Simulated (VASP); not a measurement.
Here is a VASP 6.6.1 calculation.

The input INCAR:

```
SYSTEM = HoZnO2
PREC     = Accurate       ! precision mode
ENCUT    = 600            ! plane-wave cutoff, eV
EDIFF    = 1E-6           ! SCF threshold, eV
ISMEAR   = 0              ! smearing method
SIGMA    = 0.1            ! smearing width, eV
LREAL    = .False.        ! projectors in reciprocal space
LASPH    = .True.         ! aspherical terms in the spheres
NELM     = 200            ! most SCF steps
ALGO     = Normal         ! electronic algorithm
ISIF     = 2              ! what is computed and relaxed
LWAVE    = .False.        ! write WAVECAR
LCHARG   = .False.        ! write CHGCAR
GGA      = PE             ! functional
NBANDS   = 24             ! bands
GGA_COMPAT= .False.      
LMAXMIX  = 6              ! l up to which the mixer works
```

The input KPOINTS:

```
regular mesh
0
Gamma
  12 12 6
  0 0 0
```

The input POSCAR:

```
HoZnO2
1.0
    4.1340851884      0.0000000000      0.0000000000
   -2.0670425942      3.5802227946      0.0000000000
    0.0000000000      0.0000000000      7.5596807753
Ho Zn O
1 1 2
Direct
    0.0000000000      0.0000000000      0.5000000000
    0.0000000000      0.0000000000      0.0000000000
    0.0000000000      0.0000000000      0.2311857701
    0.0000000000      0.0000000000      0.7688142299
```

Potentials or basis: VASP PAW PBE potentials, release 64 (Ho_3, Zn, O), 4f in core.

Launch:

```bash
$ cat potpaw_PBE.64/Ho_3/POTCAR potpaw_PBE.64/Zn/POTCAR potpaw_PBE.64/O/POTCAR > POTCAR
$ mpirun -np 1 vasp_std > vasp.out
```

What does it give for the band gap on the k mesh?

Zero (an odd number of electrons rules out a gap without spin polarisation).

Estimate the pressure.

0.6 GPa.

Stress tensor (GPa, compression positive):
```
-0.13  0.00  0.00
 0.00 -0.13  0.00
 0.00  0.00  2.14
```

Caveat: spin-orbit coupling is left out, which moves the levels of the heavy elements; the 4f electrons are frozen in the core, so they carry no moment and show no levels; an odd number of electrons without spin polarisation forces a metal; a magnetic or distorted state may lie lower; the run has no spin polarisation, though such a crystal can be magnetic. With open d or f shells a metallic result of PBE can be an artefact of self-interaction; +U or a hybrid may open a gap.
